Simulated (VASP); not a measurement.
# AlNi (P4/mmm) in VASP: notebook

The runs below take AlNi through single point, with PBEsol.

Program: VASP 6.6.1. These are calculated values, not measurements. Logs are shortened: lines on timing, memory, paths and dates and some standing lists are left out, and cuts for length are marked.

## Step 1: The cell of the first run

The structure is tetragonal, space group P4/mmm (No. 123). Conventional cell: a = 2.848 Å, b = 2.848 Å, c = 2.858 Å, α = 90.00°, β = 90.00°, γ = 90.00°. Within 3.3 Å of Al (site symmetry 4/mmm) lie 8 Ni at 2.47 Å and 6 Al at 2.85 to 2.86 Å. Within 3.3 Å of Ni (site symmetry 4/mmm) lie 8 Al at 2.47 Å and 6 Ni at 2.85 to 2.86 Å.

## Step 2: Single point, PBEsol

Contents of INCAR:

```
SYSTEM = AlNi
PREC = Accurate
ENCUT = 520
EDIFF = 1E-6
ISMEAR = 0
SIGMA = 0.1
LREAL = .FALSE.
LASPH = .TRUE.
NELM = 60
ALGO = Fast
ISIF = 2
LWAVE = .FALSE.
LCHARG = .FALSE.
GGA = PS
NBANDS = 14
```

Contents of KPOINTS:

```
Automatic mesh
0
G
  16 16 14
  0 0 0
```

Contents of POSCAR:

```
AlNi
1.0
    2.0138140071     -2.0138155913      0.0000000000
    2.0138140071      2.0138155913      0.0000000000
    0.0000000000      0.0000000000      2.8582743515
Al Ni
1 1
Direct
    0.0000000000      0.0000000000      0.0000000000
    0.5000000000      0.5000000000      0.5000000000
```

Potentials or basis: VASP PAW PBE potentials, release 64 (Al, Ni).

Started as:

```console
cat potpaw_PBE.64/Al/POTCAR potpaw_PBE.64/Ni/POTCAR > POTCAR
mpirun -np 1 vasp_std > vasp.out
```

OUTCAR:

```text
SYSTEM = AlNi
   PREC = Accurate
   ENCUT = 520
   EDIFF = 1E-6
   ISMEAR = 0
   LREAL = .FALSE.
   LASPH = .TRUE.
   NELM = 60
   ISIF = 2
   GGA = PS

 ion  position               nearest neighbor table
   1  0.000  0.000  0.000-   2 2.47   2 2.47   2 2.47   2 2.47   2 2.47   2 2.47   2 2.47   2 2.47

   2  0.500  0.500  0.500-   1 2.47   1 2.47   1 2.47   1 2.47   1 2.47   1 2.47   1 2.47   1 2.47

  LATTYP: Found a simple tetragonal cell.
 ALAT       =     2.8479642011
 C/A-ratio  =     1.0036201826

  Lattice vectors:

 A1 = (   2.0138140071,  -2.0138155913,   0.0000000000)
 A2 = (   2.0138140071,   2.0138155913,   0.0000000000)
 A3 = (   0.0000000000,   0.0000000000,   2.8582743515)

Analysis of symmetry for initial positions (statically):
=====================================================================
 Subroutine PRICEL returns:
 Original cell was already a primitive cell.

 Routine SETGRP: Setting up the symmetry group for a
 simple tetragonal supercell.

 Subroutine GETGRP returns: Found 16 space group operations
 (whereof 16 operations were pure point group operations)
 out of a pool of 16 trial point group operations.

The static configuration has the point symmetry D_4h.

Analysis of symmetry for dynamics (positions and initial velocities):
=====================================================================
 Subroutine PRICEL returns:
 Original cell was already a primitive cell.

 Routine SETGRP: Setting up the symmetry group for a
 simple tetragonal supercell.

 Subroutine GETGRP returns: Found 16 space group operations
 (whereof 16 operations were pure point group operations)
 out of a pool of 16 trial point group operations.

The dynamic configuration has the point symmetry D_4h.

 Subroutine INISYM returns: Found 16 space group operations
 (whereof 16 operations are pure point group operations),
 and found     1 'primitive' translations

----------------------------------------------------------------------------------------

                                     Primitive cell

  volume of cell :      23.1832

  direct lattice vectors                    reciprocal lattice vectors
     2.013814007 -2.013815591  0.000000000     0.248285094 -0.248284899  0.000000000
     2.013814007  2.013815591  0.000000000     0.248285094  0.248284899  0.000000000
     0.000000000  0.000000000  2.858274351     0.000000000  0.000000000  0.349861447

  length of vectors
     2.847964201  2.847964201  2.858274351     0.351128009  0.351128009  0.349861447

  position of ions in fractional coordinates (direct lattice)
     0.000000000  0.000000000  0.000000000
     0.500000000  0.500000000  0.500000000
[... 91 lines left out ...]
   EFERMI =   0.00;   METHOD = LEGACY
   ISMEAR =     0;   SIGMA  =   0.10  broadening in eV -4-tet -1-fermi 0-gaus
   EFERMI_NEDOS =   21; number of points for ismear=-14 and -15
   IALGO  =     68    algorithm
   IMIX   =      4    mixing-type and parameters
     AMIX     =   0.40;   BMIX     =  1.00
     AMIX_MAG =   1.60;   BMIX_MAG =  1.00
  volume/ion in A,a.u.               =      11.59        78.22
  Fermi-wavevector in a.u.,A,eV,Ry     =   1.349993  2.551118 24.796373  1.822482
  Thomas-Fermi vector in A             =   2.477534
   LORBIT       =      0    0 simple, 1 ext, 2 COOP (PROOUT), +10 PAW based schemes
   GGA     = PS    functional components
   LHFCALC =     F    Hartree Fock is set to
   AEXX    =    0.0000 exact exchange contribution
   IVDW    =     0    specifies the selected vdW correction
   LEPSILON=     F    determine dielectric tensor
   LRPA    =     F    only Hartree local field effects (RPA)
 non-spin polarized calculation
 RMM-DIIS sequential band-by-band and
 Gauss-broadening in eV      SIGMA  =   0.10
  energy-cutoff  :      520.00
  volume of cell :       23.18
 maximum number of plane-waves:       641
 NGX is ok and might be reduce to    24
   NGX = 11   NGY = 11   NGZ = 11

 number of electron      13.0000006 magnetization

 Free energy of the ion-electron system (eV)
  ---------------------------------------------------
  ext. energy  EPLUGINS =         0.00000000
  ---------------------------------------------------
  free energy    TOTEN  =       -11.58697004 eV

  energy without entropy =      -11.58342386  energy(sigma->0) =      -11.58519695

 E-fermi :  10.3002     XC(G=0): -12.3172

 val. band max:       10.2866077332   @ k =   0.2500   0.0625   0.3571
 cond. band min:      10.3055643106   @ k =   0.5000   0.5000   0.2857
 fundamental gap:      0.0189565774
 Fermi energy:        10.3002007940

 k-point     1 :       0.0000    0.0000    0.0000
  band No.  band energies     occupation
      1      -1.0488      2.00000
      2       6.9245      2.00000
      3       6.9256      2.00000
      4       8.7043      2.00000
      5       8.7043      2.00000
      6       8.7130      2.00000
      7      15.8521      0.00000
      8      15.9841      0.00000
      9      15.9841      0.00000
     10      18.5432      0.00000
     11      18.5729      0.00000
     12      24.6030      0.00000
     13      31.5451      0.00000
     14      31.5889      0.00000
[... 377 lines left out ...]
      1       3.4727      2.00000
      2       3.6455      2.00000
      3       7.4897      2.00000
      4       7.9085      2.00000
      5       7.9844      2.00000
      6       8.6918      2.00000
      7       9.6517      2.00000
      8      17.4015      0.00000
      9      18.3796      0.00000
     10      20.8311      0.00000
     11      21.5821      0.00000
     12      21.7889      0.00000
     13      25.9421      0.00000
     14      26.7103      0.00000

 [... further k-points ...]

------------------------ aborting loop because EDIFF is reached ----------------------------------------

  FORCE on cell =-STRESS in cart. coord.  units (eV):
  Direction    XX          YY          ZZ          XY          YZ          ZX
  --------------------------------------------------------------------------------------
  -------------------------------------------------------------------------------------
  Total        0.2708913      0.2708917      0.2719207      0.0000000      0.0000000      0.0000000
  in kB       18.7211545     18.7211840     18.7923008      0.0000000      0.0000000      0.0000000
  external PRESSURE =      18.7448798 kB  Pullay stress =       0.0000000 kB

 VOLUME and BASIS-vectors are now :
 -----------------------------------------------------------------------------
  energy-cutoff  :      520.00
  volume of cell :       23.18
      direct lattice vectors                 reciprocal lattice vectors
     2.013814007 -2.013815591  0.000000000     0.248285094 -0.248284899  0.000000000
     2.013814007  2.013815591  0.000000000     0.248285094  0.248284899  0.000000000
     0.000000000  0.000000000  2.858274351     0.000000000  0.000000000  0.349861447

 POSITION                                       TOTAL-FORCE (eV/Angst)
 -----------------------------------------------------------------------------------
      0.00000      0.00000      0.00000         0.000000      0.000000      0.000000
      2.01381      0.00000      1.42914         0.000000     -0.000000      0.000000
 -----------------------------------------------------------------------------------
    total drift:                                0.000000     -0.000000     -0.000000

  FREE ENERGIE OF THE ION-ELECTRON SYSTEM (eV)
  ---------------------------------------------------
  free  energy   TOTEN  =       -11.5869700363 eV

  energy  without entropy=      -11.5834238643  energy(sigma->0) =      -11.58519695
```

OSZICAR:

```text
N       E                     dE             d eps       ncg     rms          rms(c)
DAV:   1     0.396134516126E+02    0.39613E+02   -0.53714E+03 10286   0.972E+02
DAV:   2    -0.115101993249E+02   -0.51124E+02   -0.46224E+02 10800   0.181E+02
DAV:   3    -0.132197125204E+02   -0.17095E+01   -0.16923E+01 12896   0.363E+01
DAV:   4    -0.132423333310E+02   -0.22621E-01   -0.22615E-01 11914   0.383E+00
DAV:   5    -0.132429946814E+02   -0.66135E-03   -0.66134E-03 13100   0.709E-01    0.129E+01
RMM:   6    -0.151881822625E+02   -0.19452E+01   -0.15493E+01 12273   0.492E+01    0.171E+01
RMM:   7    -0.116040808793E+02    0.35841E+01   -0.42453E+00 11325   0.251E+01    0.126E+00
RMM:   8    -0.115981128142E+02    0.59681E-02   -0.87279E-02 10835   0.294E+00    0.752E-01
RMM:   9    -0.115912380413E+02    0.68748E-02   -0.30510E-02 11496   0.115E+00    0.583E-01
RMM:  10    -0.115869461383E+02    0.42919E-02   -0.84729E-03 12353   0.116E+00    0.144E-01
RMM:  11    -0.115871532957E+02   -0.20716E-03   -0.87463E-04 13646   0.345E-01    0.137E-01
RMM:  12    -0.115869578654E+02    0.19543E-03   -0.37279E-04 13395   0.212E-01    0.202E-02
RMM:  13    -0.115869680486E+02   -0.10183E-04   -0.99762E-05 13736   0.669E-02    0.705E-03
RMM:  14    -0.115869695122E+02   -0.14636E-05   -0.15867E-05 13686   0.289E-02    0.303E-03
RMM:  15    -0.115869700363E+02   -0.52412E-06   -0.16626E-06  8646   0.118E-02
   1 F= -.11586970E+02 E0= -.11585197E+02  d E =-.354617E-02
```

Wall time 2.5 min (1 thread of Intel Xeon 8259CL, shared host); peak memory 0.24 GiB.

What came out:

```
Free energy            : -11.5870 eV
Pressure               : 1.9 GPa
Band gap on the k mesh : zero (an odd number of electrons rules out a gap without spin polarisation)
```

Caveat: the PAW data sets were made with another functional, which shifts forces and pressure a little.

## Step 3: Single point, PBEsol

This run uses another cell than the first one, of 11.86 Å³/atom.

Contents of INCAR:

```
SYSTEM = AlNi
PREC = Accurate ; ENCUT = 520
EDIFF = 1E-6 ; ISMEAR = 0
SIGMA = 0.1 ; LREAL = .FALSE.
LASPH = .TRUE. ; NELM = 60
ALGO = Fast ; ISIF = 2
LWAVE = .FALSE. ; LCHARG = .FALSE.
GGA = PS ; NBANDS = 14
```

KPOINTS is that of step 2.

Contents of POSCAR:

```
AlNi
1.0
    2.0292426275     -2.0292434232      0.0000000000
    2.0292426275      2.0292434232      0.0000000000
    0.0000000000      0.0000000000      2.8808981673
Al Ni
1 1
Direct
    0.0000000000      0.0000000000      0.0000000000
    0.5000000000      0.5000000000      0.5000000000
```

Potentials or basis: VASP PAW PBE potentials, release 64 (Al, Ni).

Started as:

```console
cat potpaw_PBE.64/Al/POTCAR potpaw_PBE.64/Ni/POTCAR > POTCAR
mpirun -np 1 vasp_std > vasp.out
```

Wall time 2.3 min (1 thread of Intel Xeon 8259CL, shared host); peak memory 0.24 GiB.

It converged, with:

```yaml
Free_energy: -11.5874 eV
Pressure: -2.2 GPa
Band_gap_on_the_k_mesh: zero (an odd number of electrons rules out a gap without spin polarisation)
```

Levels at points of the mesh, in eV from the Fermi level:
```tsv
k point	band 4	band 5	band 6	band 7	band 8	band 9	band 10	band 11
(0.00, 0.00, 0.00)	-1.55	-1.55	-1.54	5.45	5.59	5.59	8.17	8.20
(0.50, 0.00, 0.00)	-2.27	-2.25	-1.46	-0.63	8.32	9.96	10.09	10.93
(0.50, 0.50, 0.00)	-2.87	-2.10	-2.10	-1.01	1.51	2.57	12.32	15.15
(0.00, 0.00, 0.50)	-2.25	-2.25	-1.45	-0.66	8.32	10.07	10.07	11.00
(0.50, 0.00, 0.50)	-2.89	-2.08	-2.08	-1.01	1.47	2.54	12.42	15.21
(0.50, 0.50, 0.50)	-0.98	-0.98	1.98	1.99	1.99	3.81	4.51	4.51
```

Caveat: the PAW data sets were made with another functional, which shifts forces and pressure a little. Spin polarisation is off, so any magnetic state and its effect on volume and gap are missing.

## Step 4: Single point, PBEsol

This run uses another cell than the first one, of 11.72 Å³/atom.

Contents of INCAR:

```
SYSTEM = AlNi
ALGO = Fast ; EDIFF = 1E-7
ENCUT = 520 ; GGA = PS
ISIF = 2 ; ISMEAR = 0
LASPH = .TRUE. ; LCHARG = .FALSE.
LREAL = .FALSE. ; LWAVE = .FALSE.
NBANDS = 14 ; NELM = 100
PREC = Accurate ; SIGMA = 0.1
```

Contents of KPOINTS:

```
k-points
0
G
  16 16 14
  0 0 0
```

Contents of POSCAR:

```
AlNi
1.0
    2.0213280871     -2.0213497884      0.0000000000
    2.0213280871      2.0213497884      0.0000000000
    0.0000000000      0.0000000000      2.8694088109
Al Ni
1 1
Direct
    0.0000000000      0.0000000000      0.0000000000
    0.5000000000      0.5000000000      0.5000000000
```

Started as:

```console
cat potpaw_PBE.64/Al/POTCAR potpaw_PBE.64/Ni/POTCAR > POTCAR
mpirun -np 1 vasp_std > vasp.out
```

It took 4.2 min on 1 thread of Intel Xeon 8259CL, shared host; peak memory 0.31 GiB.

It converged, with:

```
Free energy            : -11.5889 eV
Pressure               : 0.1 GPa
Band gap on the k mesh : zero (an odd number of electrons rules out a gap without spin polarisation)
```

Levels at points of the mesh, in eV from the Fermi level:
```csv
k point,band 5,band 6,band 7,band 8,band 9,band 10
"(0.00, 0.00, 0.00)",-1.57,-1.56,5.50,5.64,5.64,8.21
"(0.50, 0.00, 0.00)",-2.29,-1.48,-0.64,8.33,10.02,10.15
"(0.50, 0.50, 0.00)",-2.13,-2.13,-1.02,1.53,2.63,12.45
"(0.00, 0.00, 0.50)",-2.29,-1.47,-0.66,8.33,10.13,10.13
"(0.50, 0.00, 0.50)",-2.12,-2.11,-1.03,1.50,2.59,12.55
"(0.50, 0.50, 0.50)",-0.99,1.97,1.98,1.98,3.91,4.56
```

Caveat: the PAW data sets were made with another functional, which shifts forces and pressure a little. Spin polarisation is off, so any magnetic state and its effect on volume and gap are missing.

## Step 5: Overview

| cell | further INCAR settings | gap on the mesh (eV) | pressure (GPa) |
| --- | --- | --- | --- |
| a = 2.848, b = 2.848, c = 2.858 Å, 2 atoms | ALGO = Fast; EDIFF = 1e-06; NBANDS = 14 | none | 1.9 |
| a = 2.870, b = 2.870, c = 2.881 Å, 2 atoms | ALGO = Fast; EDIFF = 1e-06; NBANDS = 14 | none | -2.2 |
| a = 2.859, b = 2.859, c = 2.869 Å, 2 atoms | ALGO = Fast; EDIFF = 1e-07; NBANDS = 14 | none | 0.1 |

Alike in all rows: task single point; level PBEsol; potentials or basis VASP PAW PBE potentials, release 64 (Al, Ni); no spin polarisation; k mesh 16 × 16 × 14; cutoff (eV) 520; smearing gaussian 0.1 eV.

Caveats: the PAW data sets were made with another functional, which shifts forces and pressure a little.

Total energies depend on the potentials used, so only differences within one code and one set of settings carry meaning.

The gap in the log of VASP goes by the Fermi energy; the results here count the filled bands.